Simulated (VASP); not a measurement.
# MnS (F-43m) in VASP: single point with PBEsol

Aim: the single point of MnS with PBEsol.

Program: VASP 6.6.1. These are calculated values, not measurements. Logs are shortened: lines on timing, memory, paths and dates and some standing lists are left out, and cuts for length are marked.

### 1 The cell of the first run

Symmetry: F-43m, No. 216, cubic system. The conventional cell has a = 5.464 Å, b = 5.464 Å, c = 5.464 Å, α = 90.00°, β = 90.00°, γ = 90.00°. Mn (site symmetry -43m) has 4 S at 2.37 Å within 3.1 Å. S (site symmetry -43m) has 4 Mn at 2.37 Å within 3.1 Å.

### 2 Single point, PBEsol, collinear spin, ferromagnetic start

File INCAR:

```
ALGO = Normal
EDIFF = 1E-7
ENCUT = 520
GGA = PS
ISIF = 2
ISMEAR = 0
ISPIN = 2
LASPH = True
LCHARG = False
LMAXMIX = 4
LORBIT = 11
LREAL = False
LWAVE = False
MAGMOM = 4.52 0.12
NBANDS = 20
NELM = 150
PREC = Accurate
SIGMA = 0.1
```

File KPOINTS:

```
k-points
0
Gamma
  14 14 14
```

File POSCAR:

```
MnS
1.0
    0.0000000000      2.7322137930      2.7322137930
    2.7322137930      0.0000000000      2.7322137930
    2.7322137930      2.7322137930      0.0000000000
Mn S
1 1
Direct
    0.0000000000      0.0000000000      0.0000000000
    0.7500000000      0.7500000000      0.7500000000
```

Potentials or basis: VASP PAW PBE potentials, release 64 (Mn_pv, S).

Command:

```bash
$ cat potpaw_PBE.64/Mn_pv/POTCAR potpaw_PBE.64/S/POTCAR > POTCAR
$ mpirun -np 1 vasp_std > vasp.out
```

OUTCAR:

```text
EDIFF = 1E-7
   ENCUT = 520
   GGA = PS
   ISIF = 2
   ISMEAR = 0
   ISPIN = 2
   LASPH = True
   LORBIT = 11
   LREAL = False
   NELM = 150
   PREC = Accurate

 ion  position               nearest neighbor table
   1  0.000  0.000  0.000-   2 2.37   2 2.37   2 2.37   2 2.37
   2  0.750  0.750  0.750-   1 2.37   1 2.37   1 2.37   1 2.37

  LATTYP: Found a face centered cubic cell.
 ALAT       =     5.4644275860

  Lattice vectors:

 A1 = (   0.0000000000,   2.7322137930,   2.7322137930)
 A2 = (   2.7322137930,   0.0000000000,   2.7322137930)
 A3 = (   2.7322137930,   2.7322137930,   0.0000000000)

Analysis of symmetry for initial positions (statically):
=====================================================================
 Subroutine PRICEL returns:
 Original cell was already a primitive cell.

 Routine SETGRP: Setting up the symmetry group for a
 face centered cubic supercell.

 Subroutine GETGRP returns: Found 24 space group operations
 (whereof 24 operations were pure point group operations)
 out of a pool of 48 trial point group operations.

The static configuration has the point symmetry T_d .

Analysis of symmetry for dynamics (positions and initial velocities):
=====================================================================
 Subroutine PRICEL returns:
 Original cell was already a primitive cell.

 Routine SETGRP: Setting up the symmetry group for a
 face centered cubic supercell.

 Subroutine GETGRP returns: Found 24 space group operations
 (whereof 24 operations were pure point group operations)
 out of a pool of 48 trial point group operations.

The dynamic configuration has the point symmetry T_d .

Analysis of structural, dynamic, and magnetic symmetry:
=====================================================================
 Subroutine PRICEL returns:
 Original cell was already a primitive cell.

 Routine SETGRP: Setting up the symmetry group for a
 face centered cubic supercell.

 Subroutine GETGRP returns: Found 24 space group operations
 (whereof 24 operations were pure point group operations)
 out of a pool of 48 trial point group operations.

The overall configuration has the point symmetry T_d .

 Subroutine INISYM returns: Found 24 space group operations
 (whereof 24 operations are pure point group operations),
 and found     1 'primitive' translations

----------------------------------------------------------------------------------------

                                     Primitive cell

  volume of cell :      40.7919

  direct lattice vectors                    reciprocal lattice vectors
     0.000000000  2.732213793  2.732213793    -0.183001785  0.183001785  0.183001785
     2.732213793  0.000000000  2.732213793     0.183001785 -0.183001785  0.183001785
     2.732213793  2.732213793  0.000000000     0.183001785  0.183001785 -0.183001785

  length of vectors
     3.863933801  3.863933801  3.863933801     0.316968389  0.316968389  0.316968389

  position of ions in fractional coordinates (direct lattice)
     0.000000000  0.000000000  0.000000000
     0.750000000  0.750000000  0.750000000

  ion indices of the primitive-cell ions
   primitive index   ion index
                 1           1
                 2           2

----------------------------------------------------------------------------------------

 KPOINTS: k-points

Automatic generation of k-mesh.
 Grid dimensions read from file:
 generate k-points for:   14   14   14

 Generating k-lattice:

  Cartesian coordinates                     Fractional coordinates (reciprocal lattice)
    -0.013071556  0.013071556  0.013071556     0.071428571  0.000000000  0.000000000
     0.013071556 -0.013071556  0.013071556     0.000000000  0.071428571  0.000000000
     0.013071556  0.013071556 -0.013071556     0.000000000  0.000000000  0.071428571

  Length of vectors
     0.022640599  0.022640599  0.022640599

  Shift w.r.t. Gamma in fractional coordinates (k-lattice)
     0.000000000  0.000000000  0.000000000

 Subroutine IBZKPT returns following result:
 ===========================================

 Found    104 irreducible k-points:

 Following reciprocal coordinates:
            Coordinates               Weight
  0.000000  0.000000  0.000000      1.000000
  0.071429  0.000000  0.000000      8.000000
  0.142857  0.000000  0.000000      8.000000
  0.214286  0.000000  0.000000      8.000000
  0.285714  0.000000  0.000000      8.000000
  0.357143  0.000000  0.000000      8.000000
[... 16 lines left out ...]
  0.214286  0.142857  0.000000     24.000000
  0.285714  0.142857  0.000000     24.000000
 [... further k-points ...]
   k-points           NKPTS =    104   k-points in BZ     NKDIM =    104   number of bands    NBANDS=     20
   number of dos      NEDOS =    301   number of ions     NIONS =      2
   total plane-waves  NPLWV =  27000
   dimension x,y,z NGX =    30 NGY =   30 NGZ =   30
   dimension x,y,z NGXF=    60 NGYF=   60 NGZF=   60
   ions per type =               1   1
   NGX,Y,Z   is equivalent  to a cutoff of  12.91, 12.91, 12.91 a.u.
   NGXF,Y,Z  is equivalent  to a cutoff of  25.82, 25.82, 25.82 a.u.
 SYSTEM =  unknown system
   PREC   = accura    normal or accurate (medium, high low for compatibility)
   ISTART =      0    job   : 0-new  1-cont  2-samecut
   ICHARG =      2    charge: 1-file 2-atom 10-const
   ISPIN  =      2    spin polarized calculation?
   LNONCOLLINEAR =      F non collinear calculations
   LSORBIT =      F    spin-orbit coupling
   LASPH  =      T    aspherical Exc in radial PAW
   ENCUT  =  520.0 eV  38.22 Ry    6.18 a.u.   7.18  7.18  7.18*2*pi/ulx,y,z
   NELM   =    150;   NELMIN=  2; NELMDL= -5     # of ELM steps
   EDIFF  = 0.1E-06   stopping-criterion for ELM
   LREAL  =      F    real-space projection
   EDIFFG = 0.1E-05   stopping-criterion for IOM
   NSW    =      0    number of steps for IOM
   IBRION =     -1    ionic relax: 0-MD 1-quasi-New 2-CG
   NFREE  =      0    steps in history (QN), initial steepest desc. (CG)
   ISIF   =      2    stress and relaxation
   ISYM   =      2    0-nonsym 1-usesym 2-fastsym
   POTIM  = 0.5000    time-step for ionic-motion
   TEBEG  =    0.0;   TEEND  =   0.0 temperature during run
   PSTRESS=    0.0 pullay stress
   NELECT =      19.0000    total number of electrons
   NUPDOWN=      -1.0000    fix difference up-down
   EMIN   =  10.00;   EMAX   =-10.00  energy-range for DOS
   EFERMI =   0.00;   METHOD = LEGACY
   ISMEAR =     0;   SIGMA  =   0.10  broadening in eV -4-tet -1-fermi 0-gaus
   EFERMI_NEDOS =   21; number of points for ismear=-14 and -15
   IALGO  =     38    algorithm
   IMIX   =      4    mixing-type and parameters
     AMIX     =   0.40;   BMIX     =  1.00
     AMIX_MAG =   1.60;   BMIX_MAG =  1.00
  volume/ion in A,a.u.               =      20.40       137.64
  Fermi-wavevector in a.u.,A,eV,Ry     =   1.269019  2.398098 21.910937  1.610408
  Thomas-Fermi vector in A             =   2.402082
   LORBIT       =     11    0 simple, 1 ext, 2 COOP (PROOUT), +10 PAW based schemes
   GGA     = PS    functional components
   LHFCALC =     F    Hartree Fock is set to
   AEXX    =    0.0000 exact exchange contribution
   IVDW    =     0    specifies the selected vdW correction
   LEPSILON=     F    determine dielectric tensor
   LRPA    =     F    only Hartree local field effects (RPA)
 spin polarized calculation
 Gauss-broadening in eV      SIGMA  =   0.10
  energy-cutoff  :      520.00
  volume of cell :       40.79
 maximum number of plane-waves:      1117
 NGX is ok and might be reduce to    30
   NGX = 15   NGY = 15   NGZ = 15

 number of electron      19.0000009 magnetization       4.6111661

 Free energy of the ion-electron system (eV)
  ---------------------------------------------------
  ext. energy  EPLUGINS =         0.00000000
  ---------------------------------------------------
  free energy    TOTEN  =       -14.77386814 eV

  energy without entropy =      -14.76669880  energy(sigma->0) =      -14.77028347

 E-fermi :   4.8618     XC(G=0):  -9.8900

 val. band max:        4.8579364497   @ k =   0.3571   0.1429   0.0714
 cond. band min:       4.8709798423   @ k =   0.4286   0.3571   0.0714
 fundamental gap:      0.0130433925
 Fermi energy:         4.8618331750

 spin component 1

 k-point     1 :       0.0000    0.0000    0.0000
  band No.  band energies     occupation
      1     -45.4229      1.00000
      2     -45.4229      1.00000
      3     -45.4229      1.00000
      4      -9.2749      1.00000
      5      -0.0362      1.00000
      6      -0.0362      1.00000
[... 12 lines left out ...]
     19      17.3974      0.00000
     20      17.9934      0.00000
[... 507 lines left out ...]
 k-point    24 :       0.2857    0.1429    0.0000
  band No.  band energies     occupation
      1     -45.4254      1.00000
      2     -45.4236      1.00000
      3     -45.4236      1.00000
      4      -8.8331      1.00000
      5      -0.6484      1.00000
      6       0.1152      1.00000
[... 12 lines left out ...]
     19      17.7246      0.00000
     20      20.7759      0.00000

 [... further k-points ...]

 spin component 2

 k-point     1 :       0.0000    0.0000    0.0000
  band No.  band energies     occupation
      1     -41.1299      1.00000
      2     -41.1299      1.00000
      3     -41.1299      1.00000
      4      -8.9616      1.00000
      5       1.4390      1.00000
      6       1.4390      1.00000
[... 12 lines left out ...]
     19      18.1653      0.00000
     20      18.8641      0.00000
[... 507 lines left out ...]
 k-point    24 :       0.2857    0.1429    0.0000
  band No.  band energies     occupation
      1     -41.1335      1.00000
      2     -41.1310      1.00000
      3     -41.1309      1.00000
      4      -8.5433      1.00000
      5       0.3543      1.00000
      6       1.4258      1.00000
[... 12 lines left out ...]
     19      18.5732      0.00000
     20      21.5728      0.00000

 [... further k-points ...]

------------------------ aborting loop because EDIFF is reached ----------------------------------------

  FORCE on cell =-STRESS in cart. coord.  units (eV):
  Direction    XX          YY          ZZ          XY          YZ          ZX
  --------------------------------------------------------------------------------------
  -------------------------------------------------------------------------------------
  Total        0.0322242      0.0322242      0.0322242      0.0000000     -0.0000000     -0.0000000
  in kB        1.2656652      1.2656652      1.2656652      0.0000000     -0.0000000     -0.0000000
  external PRESSURE =       1.2656652 kB  Pullay stress =       0.0000000 kB

 VOLUME and BASIS-vectors are now :
 -----------------------------------------------------------------------------
  energy-cutoff  :      520.00
  volume of cell :       40.79
      direct lattice vectors                 reciprocal lattice vectors
     0.000000000  2.732213793  2.732213793    -0.183001785  0.183001785  0.183001785
     2.732213793  0.000000000  2.732213793     0.183001785 -0.183001785  0.183001785
     2.732213793  2.732213793  0.000000000     0.183001785  0.183001785 -0.183001785

 POSITION                                       TOTAL-FORCE (eV/Angst)
 -----------------------------------------------------------------------------------
      0.00000      0.00000      0.00000         0.000000      0.000000      0.000000
      4.09832      4.09832      4.09832        -0.000000     -0.000000     -0.000000
 -----------------------------------------------------------------------------------
    total drift:                                0.000001      0.000001      0.000001

  FREE ENERGIE OF THE ION-ELECTRON SYSTEM (eV)
  ---------------------------------------------------
  free  energy   TOTEN  =       -14.7738681435 eV

  energy  without entropy=      -14.7666987975  energy(sigma->0) =      -14.77028347

 total charge

# of ion       s       p       d       tot
------------------------------------------
    1        0.278   6.243   4.942  11.462
    2        1.312   2.428   0.000   3.740
--------------------------------------------------
tot          1.589   8.671   4.942  15.202

 magnetization (x)

# of ion       s       p       d       tot
------------------------------------------
    1        0.048   0.068   3.989   4.105
    2        0.009   0.045   0.000   0.054
--------------------------------------------------
tot          0.057   0.113   3.989   4.159
```

Run time: 2.9 min. Hardware: 1 thread of Intel Xeon Platinum 8259CL at 2.50GHz (Skylake/Cascade Lake), shared host; peak memory 0.27 GiB.

What came out:

```yaml
Free_energy: -14.7739 eV
Pressure: 0.1 GPa
Net_moment: 4.61 μB per cell
Site_moments: Mn +4.11; S +0.05 μB
Valence_electrons_inside_the_program's_atomic_spheres: Mn 11.46; S 3.74
```

Levels at points of the mesh, in eV from the Fermi level:
Spin up:
```csv
k point,band 10,band 11,band 12,band 13,band 14,band 15
"(0.00, 0.00, 0.00)",0.74,0.74,0.74,1.35,6.11,6.11
"(0.50, 0.00, 0.00)",-2.58,-0.41,-0.41,3.30,6.58,6.58
"(0.50, 0.50, 0.00)",-2.44,-1.89,-1.89,3.02,4.63,9.77
```
Spin down:
```tsv
k point	band 5	band 6	band 7	band 8	band 9	band 10
(0.00, 0.00, 0.00)	-3.42	-3.42	-3.42	0.86	0.86	2.17
(0.50, 0.00, 0.00)	-5.39	-3.32	-3.32	0.89	1.00	1.00
(0.50, 0.50, 0.00)	-5.29	-3.39	-3.39	-0.20	0.90	1.35
```

Caveat: the PAW data sets were made with another functional, which shifts forces and pressure a little; a cell with one magnetic atom can't hold antiferromagnetic order, which such compounds often take; semilocal functionals often make such compounds metallic where correlation or magnetic order opens a gap, which also shifts bond lengths. With open d or f shells a metallic result of PBEsol can be an artefact of self-interaction; +U or a hybrid may open a gap.
